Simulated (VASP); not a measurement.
Crystal: Zr2B3.

```
CELL_PARAMETERS angstrom
3.30654 0.00000 0.00000
-1.65327 2.86354 0.00000
0.00000 0.00000 6.25786
ATOMIC_POSITIONS crystal
Zr 0.00000 0.00000 0.31722
Zr 0.00000 0.00000 0.68278
B 0.50000 0.00000 0.50000
B 0.00000 0.50000 0.50000
B 0.50000 0.50000 0.50000
```

* Program: VASP 6.6.1
* Task: relaxation of cell and atoms
* Functional: PBE
* Potentials or basis: VASP PAW PBE potentials, release 64 (Zr_sv, B)
* Cutoff: 600 eV
* k mesh: 6 × 6 × 4
* Occupations: gaussian, width 0.1 eV
* Spin: no spin polarisation

At the start: pressure 130.2 GPa; volume 11.85 Å³/atom.

Problem. Where does the relaxation end?

Solution. Over 16 steps the energy falls by 2427.6 meV/atom and the volume is 14.56 Å³/atom (+22.9 %); space group P6/mmm (No. 191, to 0.05 Å).

The path:
```tsv
step	energy change (eV)	largest force (eV/Å)	pressure (GPa)	volume (Å³)
1	0.0000	24.4361	130.22	59.25
2	4.3663	0.4907	-12.92	185.98
3	2.3392	0.6801	-16.40	163.26
4	-0.5634	1.5266	-21.10	141.41
5	-9.1814	1.8684	-25.16	94.47
6	-12.0246	0.6338	-6.31	75.50
7	-12.0827	0.3897	4.33	71.12
8	-12.1083	0.0393	-0.21	72.76
9	-12.1083	0.0291	0.54	72.47
10	-12.1259	0.0645	0.00	72.71
11	-12.1352	0.1441	-0.81	73.12
12	-12.1365	0.1365	-0.61	73.00
13	-12.1366	0.1383	-0.63	73.02
14	-12.1363	0.0655	0.89	72.44
15	-12.1377	0.0446	0.08	72.74
16	-12.1379	0.0318	0.09	72.81
```

Final structure:
```cif
data_structure
_symmetry_space_group_name_H-M 'P 1'
_symmetry_Int_Tables_number 1
_cell_length_a 3.5750
_cell_length_b 3.5750
_cell_length_c 6.5782
_cell_angle_alpha 90.000
_cell_angle_beta 90.000
_cell_angle_gamma 120.000
_cell_volume 72.81
loop_
_atom_site_label
_atom_site_type_symbol
_atom_site_fract_x
_atom_site_fract_y
_atom_site_fract_z
_atom_site_occupancy
Zr1 Zr 0.00000 0.00000 0.24873 1
Zr2 Zr 0.00000 0.00000 0.75127 1
B1 B 0.50000 0.00000 0.50000 1
B2 B 0.00000 0.50000 0.50000 1
B3 B 0.50000 0.50000 0.50000 1
```

Caveat: the k points lie up to 0.34 Å⁻¹ apart in the final cell; the volume moved by over 15 % at a fixed basis, so the end points are rough.
